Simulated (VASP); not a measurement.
## HCl: single point with PBEsol

Crystal: HCl.

```
CELL_PARAMETERS angstrom
0.00000 3.40819 3.40834
1.53041 0.00000 3.40834
1.53041 3.40819 0.00000
ATOMIC_POSITIONS crystal
H 0.00000 0.00000 0.00000
Cl 0.50000 0.50000 0.50000
```

```
Program                : VASP 6.6.1
Task                   : single point
Functional             : PBEsol
Potentials or basis    : VASP PAW PBE potentials, release 64 (H, Cl)
Cutoff                 : 520 eV
k mesh                 : 6 × 6 × 6
Occupations            : gaussian, width 0.01 eV
Spin                   : no spin polarisation
Dipole correction      : no
Further INCAR settings : ALGO = Normal; EDIFF = 1e-06; NBANDS = 11
```

```json
{
 "Pressure": "0.6 GPa",
 "Band gap on the k mesh": "2.61 eV, indirect (least direct gap 2.96 eV)"
}
```

Stress tensor (GPa, compression positive):
```
0.68 0.00 0.00
0.00 0.58 0.00
0.00 0.00 0.58
```

Levels at points of the mesh, in eV from the valence-band top:
| k point | band 2 | band 3 | band 4 | band 5 | band 6 | band 7 |
| --- | --- | --- | --- | --- | --- | --- |
| (0.00, 0.00, 0.00) | -0.42 | -0.27 | -0.27 | 3.13 | 7.00 | 10.95 |
| (0.50, 0.00, 0.00) | -7.50 | -0.34 | -0.23 | 8.34 | 9.46 | 13.51 |
| (0.50, 0.50, 0.00) | -2.22 | -0.56 | -0.08 | 2.88 | 10.21 | 11.47 |
| (0.50, 0.00, 0.50) | -2.22 | -0.56 | -0.08 | 2.88 | 10.21 | 11.47 |
| (0.00, 0.50, 0.50) | -1.75 | -1.75 | -0.71 | 2.61 | 8.13 | 15.14 |

Wall time 9.2 s on 1 thread of Intel(R) Xeon(R) Platinum 8559C (Emerald Rapids) (shared host), peak memory 0.16 GiB.

Caveat: the PAW data sets were made with another functional, which shifts forces and pressure a little. As with any semilocal functional, this PBEsol gap is likely too small.
